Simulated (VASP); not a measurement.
# Cu: single point with BLYP+D3(BJ)

Cu:

```
Cu
1.0
     2.49710    0.00000    0.00000
    -1.24855    2.16255    0.00000
     0.00000    0.00000    8.23264
Cu
4
Cartesian
  0.0000 0.0000 0.0000
  0.0000 1.4417 2.0582
  0.0000 0.0000 4.1163
  1.2485 0.7209 6.1745
```

This isn't the form of Cu at room conditions, which is fcc.

| Item | Value |
| --- | --- |
| Program | VASP 6.6.1 |
| Task | single point |
| Functional | BLYP |
| Dispersion | D3(BJ) |
| Potentials or basis | VASP PAW PBE potentials, release 64 (Cu) |
| Cutoff | 520 eV |
| k mesh | 11 × 11 × 3 |
| Occupations | fermi-dirac, width 0.05 eV |
| Spin | no spin polarisation |
| Dipole correction | no |
| Further INCAR settings | ALGO = Normal; EDIFF = 1e-07; NBANDS = 30 |

```json
{"Pressure": "0.7 GPa", "Band gap on the k mesh": "zero (bands 22 and 23 overlap by 4.76 eV)", "Dispersion energy per atom": "-1.405 eV"}
```

Levels at points of the mesh, in eV from the Fermi level:
| k point | band 20 | band 21 | band 22 | band 23 | band 24 | band 25 |
| --- | --- | --- | --- | --- | --- | --- |
| (0.00, 0.00, 0.00) | -2.27 | -2.27 | -1.96 | -1.96 | -1.21 | 3.76 |

Wall time 31 s on 1 thread of Intel(R) Xeon(R) 6975P-C (Granite Rapids), on a shared host, peak memory 0.19 GiB.

Caveat: the dispersion term is far too large for a dense solid, which distorts pressure and volume; the PAW data sets were made with another functional, which shifts forces and pressure a little.
